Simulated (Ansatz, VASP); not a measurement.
## Ge in VASP and in Ansatz

```xyz
2
Lattice="-2.5745 2.5745 1.4393 2.5745 -2.5745 1.4393 2.5745 2.5745 -1.4393" Properties=species:S:1:pos:R:3 pbc="T T T"
Ge    2.5745    0.0000    0.7197
Ge    0.0000    0.0000    1.4393
```

Change from the starting cell: strain +0.000 along x and y, +0.030 along z, atoms carried along.

Alike in both runs: task single point; functional PBEsol; k mesh 20 × 20 × 20; occupations gaussian, width 0.15 eV; no spin polarisation.

|  | VASP | Ansatz |
| --- | --- | --- |
| version | VASP 6.6.1 | Ansatz 0.2.0 |
| potentials or method | VASP PAW PBE potentials, release 64 (Ge_d), cutoff 520 eV | scalar-relativistic, plane waves, PAW |
| valence electrons in the cell | 28 | 28 |

|  | VASP | Ansatz | Ansatz less VASP |
| --- | --- | --- | --- |
| gap on the k mesh at the Fermi level (eV) | none | none | - |
| pressure (GPa) | -2.8 | -2.8 | +0.08 |
| traceless stress, the component that is largest in VASP (GPa) | -0.45 | -0.48 | -0.027 |

VASP's potentials were made for PBE, not for PBEsol. A gap of «none» marks a metal or a gap that the smearing closes. With one functional, cell and mesh, what is left measures potentials, basis and numerics.
